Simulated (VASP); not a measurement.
A run of VASP 6.6.1:

The input INCAR:

```
SYSTEM = KBr
PREC = Accurate
ENCUT = 520
EDIFF = 1E-6
ISMEAR = 0
SIGMA = 0.02
LREAL = .False.
LASPH = .True.
NELM = 100
ALGO = Normal
ISIF = 2
LWAVE = .False.
LCHARG = .False.
GGA = PE
NBANDS = 15
```

File KPOINTS:

```
regular mesh
0
Gamma
  6 6 6
  0 0 0
```

POSCAR

```
KBr
1.0
    0.0000000000      3.3354012750      3.3354012750
    3.3354012750      0.0000000000      3.3354012750
    3.3354012750      3.3354012750      0.0000000000
K Br
1 1
Direct
    0.0000000000      0.0000000000      0.0000000000
    0.5000000000      0.5000000000      0.5000000000
```

Potentials or basis: VASP PAW PBE potentials, release 64 (K_sv, Br).

Run with:

```console
$ cat potpaw_PBE.64/K_sv/POTCAR potpaw_PBE.64/Br/POTCAR > POTCAR
$ mpirun -np 1 vasp_std > vasp.out
```

Hardware: 1 thread of Intel(R) Xeon(R) 6975P-C (Granite Rapids) (shared host).

Estimate the wall time of this run.

Wall time 8.3 s on 1 thread of Intel(R) Xeon(R) 6975P-C (Granite Rapids) (shared host), peak memory 0.2 GiB. Counts: scf iterations 13, k points 16.
